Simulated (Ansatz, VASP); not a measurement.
V: VASP beside Ansatz

```xyz
1
Lattice="-1.4538 1.4538 1.5144 1.4538 -1.4538 1.5144 1.4538 1.4538 -1.5144" Properties=species:S:1:pos:R:3 pbc="T T T"
V     0.0000    0.0000    0.0000
```

Change from the starting cell: strain = -0.04.

Alike in both runs: task single point; functional PBE; k mesh 9 × 9 × 9; occupations fermi-dirac, width 0.05 eV; collinear spin.

|  | VASP | Ansatz |
| --- | --- | --- |
| version | VASP 6.6.1 | Ansatz 0.2.0 |
| potentials or method | VASP PAW PBE potentials, release 64 (V_sv), cutoff 520 eV | all-electron LAPW, scalar-relativistic |

```tsv
	VASP	Ansatz	Ansatz less VASP
gap on the k mesh at the Fermi level (eV)	none	none	-
pressure (GPa)	9.9	9.5	-0.32
traceless stress, the component that is largest in VASP (GPa)	-4.23	-4.18	+0.045
net moment per atom (μB)	0.00	0.00	-0.001
```

A gap of «none» marks a metal or a gap that the smearing closes. Ansatz ran all-electron here, and VASP with PAW potentials.

Noted on Ansatz's run: the k mesh is thin for a metal, which can move the energy by tens of meV per atom.
